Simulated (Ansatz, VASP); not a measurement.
**Bi: VASP beside Ansatz**

```xyz
1
Lattice="0.0000 2.5422 2.5422 2.5422 0.0000 2.5422 2.5422 2.5422 0.0000" Properties=species:S:1:pos:R:3 pbc="T T T"
Bi    0.0000    0.0000    0.0000
```

Alike in both runs: task relaxation of cell and atoms; functional PBE; k mesh 14 × 14 × 14; occupations fermi-dirac, width 0.05 eV; non-collinear spin, spin-orbit coupling.

|  | VASP | Ansatz |
| --- | --- | --- |
| version | VASP 6.6.1 | Ansatz 0.2.0 |
| potentials or method | VASP PAW PBE potentials, release 64 (Bi_d), cutoff 600 eV | all-electron LAPW |

|  | VASP | Ansatz | Ansatz less VASP |
| --- | --- | --- | --- |
| net moment per atom (μB) | 0.00 | 0.00 | 0.000 |
| relaxed volume (Å³/atom) | 32.68 | 32.86 | +0.182 |
| relaxed cell length with the largest relative difference (Å) | 3.589 | 3.595 | +0.0067 |

Ansatz ran all-electron here, and VASP with PAW potentials.
